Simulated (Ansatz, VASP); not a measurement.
# CdO5 in VASP and in Ansatz

```
Cd O
1.0
     0.00000    3.12238    3.12238
     3.12238    0.00000    3.12238
     3.12238    3.12238    0.00000
Cd O
1 5
Cartesian
  0.0000 0.0000 0.0000
  4.6836 4.6836 4.6836
  3.8926 3.8926 2.3521
  3.8926 2.3521 3.8926
  2.3521 3.8926 3.8926
  2.3521 2.3521 2.3521
```

Change from the starting cell: species swapped into the ZrCu5 type (F-43m, No. 216).

Alike in both runs: functional PBE; k mesh 6 × 6 × 6; occupations gaussian, width 0.1 eV; collinear spin.

Ansatz relaxed the structure, and its values are those at the end. VASP's run is a single point on that final structure, the one shown.

|  | VASP | Ansatz |
| --- | --- | --- |
| version | VASP 6.6.1 | Ansatz 0.2.0 |
| potentials or method | VASP PAW PBE potentials, release 64 (Cd, O), cutoff 520 eV | scalar-relativistic, plane waves, PAW |
| valence electrons in the cell | 42 | 50 |

|  | VASP | Ansatz | Ansatz less VASP |
| --- | --- | --- | --- |
| gap on the k mesh at the Fermi level (eV) | none | none | - |
| pressure (GPa) | 0.1 | -0.1 | -0.19 |
| rms of the force components (eV/Å) | 0.000 | 0.005 | +0.0046 |
| net moment per atom (μB) | 0.64 | 0.64 | 0.000 |
| size of the moment on the site where the two differ most (μB) | 1.28 | 1.50 | +0.215 |

Site moments also hang on the region over which each program counts them. A gap of «none» marks a metal or a gap that the smearing closes. With one functional, cell and mesh, what is left measures potentials, basis and numerics. VASP's potentials hold 42 valence electrons a cell and Ansatz's 50, so a difference there can come from the potentials and not from the codes.
